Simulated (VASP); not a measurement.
# P in VASP: single point with r2SCAN

Aim: the single point of P with r2SCAN.

Program: VASP 6.6.1. These are calculated values, not measurements. Logs are shortened: lines on timing, memory, paths and dates and some standing lists are left out, and cuts for length are marked.

**1. The cell of the first run**

The cell holds a slab with vacuum, 4 atoms: a = 3.296 Å, b = 4.439 Å, c = 30.337 Å, α = 90.00°, β = 90.00°, γ = 90.00°.

**2. Single point, r2SCAN**

File POSCAR:

```
P
1.0
    3.2961869223      0.0000000000      0.0000000000
    0.0000000000      4.4391554022      0.0000000000
    0.0000000000      0.0000000000     30.3367099941
P
4
Direct
    0.5000000000      0.9174951587      0.4650077625
    0.0000000000      0.5825048413      0.4650077625
    0.5000000000      0.0825048413      0.5349922375
    0.0000000000      0.4174951587      0.5349922375
```

File INCAR.step1:

```
  ALGO = Normal
  DIPOL = 0.5 0.5 0.500
  EDIFF = 1E-4
  ENCUT = 520
  GGA = PE
  IDIPOL = 3
  ISMEAR = 0
  LASPH = T
  LCHARG = F
  LDIPOL = T
  LREAL = F
  LWAVE = T
  NBANDS = 18
  NELM = 60
  PREC = Accurate
  SIGMA = 0.02
```

File INCAR.step2:

```
  ALGO = Normal
  DIPOL = 0.5 0.5 0.500
  EDIFF = 1E-6
  ENCUT = 520
  IDIPOL = 3
  ISIF = 2
  ISMEAR = 0
  ISTART = 1
  LASPH = T
  LCHARG = F
  LDIPOL = T
  LMIXTAU = T
  LREAL = F
  LWAVE = F
  METAGGA = R2SCAN
  NBANDS = 18
  NELM = 60
  PREC = Accurate
  SIGMA = 0.02
```

File KPOINTS:

```
k-points
0
Gamma
  10 8 1
```

Potentials or basis: VASP PAW PBE potentials, release 64 (P).

Command:

```sh
cat potpaw_PBE.64/P/POTCAR > POTCAR
cp INCAR.step1 INCAR
mpirun -np 1 vasp_std > vasp.out
cp INCAR.step2 INCAR
mpirun -np 1 vasp_std > vasp.out
```

OUTCAR:

```text
EDIFF = 1E-6
   ENCUT = 520
   ISIF = 2
   ISMEAR = 0
   ISTART = 1
   LASPH = T
   LREAL = F
   METAGGA = R2SCAN
   NELM = 60
   PREC = Accurate

 ion  position               nearest neighbor table
   1  0.500  0.917  0.465-   2 2.22   2 2.22   3 2.25
   2  0.000  0.583  0.465-   1 2.22   1 2.22   4 2.25
   3  0.500  0.083  0.535-   4 2.22   4 2.22   1 2.25
   4  0.000  0.417  0.535-   3 2.22   3 2.22   2 2.25

  LATTYP: Found a simple orthorhombic cell.
 ALAT       =     3.2961869223
 B/A-ratio  =     1.3467547523
 C/A-ratio  =     9.2035769540

  Lattice vectors:

 A1 = (   3.2961869223,   0.0000000000,   0.0000000000)
 A2 = (   0.0000000000,   4.4391554022,   0.0000000000)
 A3 = (   0.0000000000,   0.0000000000,  30.3367099941)

Analysis of symmetry for initial positions (statically):
=====================================================================
 Subroutine PRICEL returns:
 Original cell was already a primitive cell.

 Routine SETGRP: Setting up the symmetry group for a
 simple orthorhombic supercell.

 Subroutine GETGRP returns: Found  8 space group operations
 (whereof  4 operations were pure point group operations)
 out of a pool of  8 trial point group operations.

The static configuration has the point symmetry C_2h.
 The point group associated with its full space group is D_2h.

Analysis of symmetry for dynamics (positions and initial velocities):
=====================================================================
 Subroutine PRICEL returns:
 Original cell was already a primitive cell.

 Routine SETGRP: Setting up the symmetry group for a
 simple orthorhombic supercell.

 Subroutine GETGRP returns: Found  8 space group operations
 (whereof  4 operations were pure point group operations)
 out of a pool of  8 trial point group operations.

The dynamic configuration has the point symmetry C_2h.
 The point group associated with its full space group is D_2h.

 Subroutine INISYM returns: Found  8 space group operations
 (whereof  4 operations are pure point group operations),
 and found     1 'primitive' translations

----------------------------------------------------------------------------------------

                                     Primitive cell

  volume of cell :     443.8954

  direct lattice vectors                    reciprocal lattice vectors
     3.296186922  0.000000000  0.000000000     0.303380853  0.000000000  0.000000000
     0.000000000  4.439155402  0.000000000     0.000000000  0.225268077  0.000000000
     0.000000000  0.000000000 30.336709994     0.000000000  0.000000000  0.032963364

  length of vectors
     3.296186922  4.439155402 30.336709994     0.303380853  0.225268077  0.032963364

  position of ions in fractional coordinates (direct lattice)
     0.500000000  0.917495159  0.465007763
     0.000000000  0.582504841  0.465007763
     0.500000000  0.082504841  0.534992237
     0.000000000  0.417495159  0.534992237

  ion indices of the primitive-cell ions
   primitive index   ion index
                 1           1
                 2           2
                 3           3
                 4           4

----------------------------------------------------------------------------------------

 KPOINTS: k-points

Automatic generation of k-mesh.
 Grid dimensions read from file:
 generate k-points for:   10    8    1

 Generating k-lattice:

  Cartesian coordinates                     Fractional coordinates (reciprocal lattice)
     0.030338085  0.000000000  0.000000000     0.100000000  0.000000000  0.000000000
     0.000000000  0.028158510  0.000000000     0.000000000  0.125000000  0.000000000
     0.000000000  0.000000000  0.032963364     0.000000000  0.000000000  1.000000000

  Length of vectors
     0.030338085  0.028158510  0.032963364

  Shift w.r.t. Gamma in fractional coordinates (k-lattice)
     0.000000000  0.000000000  0.000000000

 Subroutine IBZKPT returns following result:
 ===========================================

 Found     30 irreducible k-points:

 Following reciprocal coordinates:
            Coordinates               Weight
  0.000000  0.000000  0.000000      1.000000
  0.100000  0.000000  0.000000      2.000000
  0.200000  0.000000  0.000000      2.000000
  0.300000  0.000000  0.000000      2.000000
  0.400000  0.000000  0.000000      2.000000
  0.500000  0.000000  0.000000      1.000000
[... 16 lines left out ...]
  0.400000  0.375000  0.000000      4.000000
  0.500000  0.375000  0.000000      2.000000
 [... further k-points ...]
   k-points           NKPTS =     30   k-points in BZ     NKDIM =     30   number of bands    NBANDS=     18
   number of dos      NEDOS =    301   number of ions     NIONS =      4
   total plane-waves  NPLWV = 241920
   dimension x,y,z NGX =    28 NGY =   36 NGZ =  240
   dimension x,y,z NGXF=    56 NGYF=   72 NGZF=  480
   ions per type =               4
   NGX,Y,Z   is equivalent  to a cutoff of  14.12, 13.48, 13.15 a.u.
   NGXF,Y,Z  is equivalent  to a cutoff of  28.24, 26.96, 26.30 a.u.
 SYSTEM =  unknown system
   PREC   = accura    normal or accurate (medium, high low for compatibility)
   ISTART =      1    job   : 0-new  1-cont  2-samecut
   ICHARG =      0    charge: 1-file 2-atom 10-const
   ISPIN  =      1    spin polarized calculation?
   LNONCOLLINEAR =      F non collinear calculations
   LSORBIT =      F    spin-orbit coupling
   LASPH  =      T    aspherical Exc in radial PAW
   ENCUT  =  520.0 eV  38.22 Ry    6.18 a.u.   6.13  8.25 56.41*2*pi/ulx,y,z
   NELM   =     60;   NELMIN=  2; NELMDL=  0     # of ELM steps
   EDIFF  = 0.1E-05   stopping-criterion for ELM
   LREAL  =      F    real-space projection
   EDIFFG = 0.1E-04   stopping-criterion for IOM
   NSW    =      0    number of steps for IOM
   IBRION =     -1    ionic relax: 0-MD 1-quasi-New 2-CG
   NFREE  =      0    steps in history (QN), initial steepest desc. (CG)
   ISIF   =      2    stress and relaxation
   ISYM   =      2    0-nonsym 1-usesym 2-fastsym
   POTIM  = 0.5000    time-step for ionic-motion
   TEBEG  =    0.0;   TEEND  =   0.0 temperature during run
   PSTRESS=    0.0 pullay stress
   NELECT =      20.0000    total number of electrons
   NUPDOWN=      -1.0000    fix difference up-down
   EMIN   =  10.00;   EMAX   =-10.00  energy-range for DOS
   EFERMI =   0.00;   METHOD = LEGACY
   ISMEAR =     0;   SIGMA  =   0.02  broadening in eV -4-tet -1-fermi 0-gaus
   EFERMI_NEDOS =   21; number of points for ismear=-14 and -15
   IALGO  =     38    algorithm
   IMIX   =      4    mixing-type and parameters
     AMIX     =   0.40;   BMIX     =  1.00
     AMIX_MAG =   1.60;   BMIX_MAG =  1.00
  volume/ion in A,a.u.               =     110.97       748.89
  Fermi-wavevector in a.u.,A,eV,Ry     =   0.582538  1.100838  4.617152  0.339351
  Thomas-Fermi vector in A             =   1.627482
   LORBIT       =      0    0 simple, 1 ext, 2 COOP (PROOUT), +10 PAW based schemes
   METAGGA = R2SCAN    functional components
   LHFCALC =     F    Hartree Fock is set to
   AEXX    =    0.0000 exact exchange contribution
   IVDW    =     0    specifies the selected vdW correction
   LEPSILON=     F    determine dielectric tensor
   LRPA    =     F    only Hartree local field effects (RPA)
 non-spin polarized calculation
 Gauss-broadening in eV      SIGMA  =   0.02
  energy-cutoff  :      520.00
  volume of cell :      443.90
 maximum number of plane-waves:     12036
 NGX is ok and might be reduce to    28
   NGX = 13   NGY = 17   NGZ =113

 dipolmoment           0.000000      0.000000      0.000000 electrons x Angstroem

 number of electron      19.9999999 magnetization

 dipolmoment           0.000000      0.000000     -0.000000 electrons x Angstroem

 Free energy of the ion-electron system (eV)
  ---------------------------------------------------
  ext. energy  EPLUGINS =         0.00000000
  ---------------------------------------------------
  free energy    TOTEN  =       -35.75409685 eV

  energy without entropy =      -35.75409685  energy(sigma->0) =      -35.75409685

 E-fermi :  -3.0833     XC(G=0):  -2.0356

 val. band max:       -3.2066803299   @ k =   0.0000   0.0000   0.0000
 cond. band min:      -2.2852062982   @ k =   0.0000   0.0000   0.0000
 fundamental gap:      0.9214740317
 Fermi energy:        -3.0833008843

 k-point     1 :       0.0000    0.0000    0.0000
  band No.  band energies     occupation
      1     -19.1112      2.00000
      2     -16.3602      2.00000
      3     -12.6493      2.00000
      4      -9.2741      2.00000
      5      -8.0843      2.00000
      6      -7.8652      2.00000
[... 10 lines left out ...]
     17       2.0386      0.00000
     18       2.2661      0.00000

 k-point     2 :       0.1000    0.0000    0.0000
  band No.  band energies     occupation
      1     -18.9854      2.00000
      2     -16.2287      2.00000
      3     -12.7272      2.00000
      4      -9.1774      2.00000
      5      -8.0117      2.00000
      6      -7.9738      2.00000
[... 10 lines left out ...]
     17       2.1776      0.00000
     18       2.3802      0.00000

 k-point     3 :       0.2000    0.0000    0.0000
  band No.  band energies     occupation
      1     -18.6101      2.00000
      2     -15.8351      2.00000
      3     -13.0745      2.00000
      4      -8.9025      2.00000
      5      -8.8325      2.00000
      6      -8.4293      2.00000
[... 10 lines left out ...]
     17       2.2914      0.00000
     18       2.5902      0.00000

 k-point     4 :       0.3000    0.0000    0.0000
  band No.  band energies     occupation
      1     -17.9934      2.00000
      2     -15.1832      2.00000
      3     -13.8654      2.00000
      4     -10.2818      2.00000
      5      -8.8171      2.00000
      6      -8.5127      2.00000
[... 10 lines left out ...]
     17       2.9314      0.00000
     18       2.9542      0.00000

 k-point     5 :       0.4000    0.0000    0.0000
  band No.  band energies     occupation
      1     -17.1523      2.00000
      2     -14.9713      2.00000
      3     -14.2802      2.00000
      4     -11.7854      2.00000
      5      -8.6387      2.00000
      6      -8.1954      2.00000
[... 10 lines left out ...]
     17       3.7978      0.00000
     18       3.8543      0.00000

 k-point     6 :       0.5000    0.0000    0.0000
  band No.  band energies     occupation
      1     -16.1206      2.00000
      2     -16.1206      2.00000
      3     -13.1390      2.00000
      4     -13.1390      2.00000
      5      -8.2715      2.00000
      6      -8.2715      2.00000
[... 307 lines left out ...]
 k-point    21 :       0.2000    0.3750    0.0000
  band No.  band energies     occupation
      1     -17.8657      2.00000
      2     -16.7852      2.00000
      3     -12.5702      2.00000
      4     -11.2502      2.00000
      5      -8.7262      2.00000
      6      -8.0059      2.00000
[... 10 lines left out ...]
     17       2.9967      0.00000
     18       3.3309      0.00000

 k-point    22 :       0.3000    0.3750    0.0000
  band No.  band energies     occupation
      1     -17.2783      2.00000
      2     -16.2386      2.00000
      3     -12.8456      2.00000
      4     -11.5466      2.00000
      5      -9.5055      2.00000
      6      -8.8556      2.00000
[... 10 lines left out ...]
     17       3.9069      0.00000
     18       4.2035      0.00000

 k-point    23 :       0.4000    0.3750    0.0000
  band No.  band energies     occupation
      1     -16.5153      2.00000
      2     -15.6725      2.00000
      3     -13.4705      2.00000
      4     -12.4988      2.00000
      5      -9.3526      2.00000
      6      -8.6592      2.00000
[... 10 lines left out ...]
     17       3.9124      0.00000
     18       3.9402      0.00000

 k-point    24 :       0.5000    0.3750    0.0000
  band No.  band energies     occupation
      1     -15.7611      2.00000
      2     -15.7611      2.00000
      3     -13.4247      2.00000
      4     -13.4247      2.00000
      5      -8.6503      2.00000
      6      -8.6503      2.00000
[... 10 lines left out ...]
     17       3.3729      0.00000
     18       3.3729      0.00000

 [... further k-points ...]

------------------------ aborting loop because EDIFF is reached ----------------------------------------

 vacuum level on the upper side and lower side of the slab       (xc-potential included)        -0.013        -0.013

  FORCE on cell =-STRESS in cart. coord.  units (eV):
  Direction    XX          YY          ZZ          XY          YZ          ZX
  --------------------------------------------------------------------------------------
  -------------------------------------------------------------------------------------
  Total        0.0949191      0.1314210     -0.5892898      0.0000000      0.0000000      0.0000000
  in kB        0.3425969      0.4743455     -2.1269576      0.0000000      0.0000000      0.0000000
  external PRESSURE =      -0.4366717 kB  Pullay stress =       0.0000000 kB

 VOLUME and BASIS-vectors are now :
 -----------------------------------------------------------------------------
  energy-cutoff  :      520.00
  volume of cell :      443.90
      direct lattice vectors                 reciprocal lattice vectors
     3.296186922  0.000000000  0.000000000     0.303380853  0.000000000  0.000000000
     0.000000000  4.439155402  0.000000000     0.000000000  0.225268077  0.000000000
     0.000000000  0.000000000 30.336709994     0.000000000  0.000000000  0.032963364

 POSITION                                       TOTAL-FORCE (eV/Angst)
 -----------------------------------------------------------------------------------
      1.64809      4.07290     14.10681        -0.000000     -0.341650      0.134199
      0.00000      2.58583     14.10681         0.000000      0.341650      0.134199
      1.64809      0.36625     16.22990         0.000000      0.341650     -0.134199
      0.00000      1.85333     16.22990        -0.000000     -0.341650     -0.134199
 -----------------------------------------------------------------------------------
    total drift:                                0.000000     -0.000000      0.000000

  FREE ENERGIE OF THE ION-ELECTRON SYSTEM (eV)
  ---------------------------------------------------
  free  energy   TOTEN  =       -35.7540968547 eV

  energy  without entropy=      -35.7540968547  energy(sigma->0) =      -35.75409685

 vacuum level on the upper side and lower side of the slab         1.885         1.885
```

Run time: 36 min. Hardware: 1 thread of Intel Xeon Platinum 8259CL at 2.50GHz (Skylake/Cascade Lake), shared host; peak memory 0.65 GiB.

Results:

- Free energy: -35.7541 eV
- Largest force: 0.367 eV/Å
- Band gap on the k mesh: 0.92 eV

Forces in eV/Å, atoms in the order of the input:
```
P    0.000 -0.342  0.134
P    0.000  0.342  0.134
P    0.000  0.342 -0.134
P    0.000 -0.342 -0.134
```

Caveat: the PAW data sets were made with another functional, which shifts forces and pressure a little.
